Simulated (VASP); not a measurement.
The system is Gd.

```
CELL_PARAMETERS angstrom
-1.98366 1.98366 1.98366
1.98366 -1.98366 1.98366
1.98366 1.98366 -1.98366
ATOMIC_POSITIONS crystal
Gd 0.00000 0.00000 0.00000
```

Base run:

| Property | Result |
| --- | --- |
| Program | VASP 6.6.1 |
| Functional | PBEsol |
| Potentials or basis | VASP PAW PBE potentials, release 64 (Gd) |
| Cutoff | 520 eV |
| k mesh | 9 × 9 × 9 |
| Occupations | fermi-dirac, width 0.05 eV |
| Spin | collinear spin, ferromagnetic start |
| Starting moments | [7.0] μB |

Its results: pressure -0.4 GPa; net moment 7.58 μB per cell; site moments Gd +7.00 μB.

Task: The run is repeated on the same cell with these changes: functional from PBEsol to PBE; further incar settings from ALGO = Normal; EDIFF = 1e-06; NBANDS = 19 to ALGO = Fast; EDIFF = 1e-07; NBANDS = 19. What comes out?

Result: Pressure 2.4 GPa; net moment 7.58 μB per cell; site moments Gd +7.00 μB.

Caveats: the PAW data sets were made with another functional, which shifts forces and pressure a little (some runs).
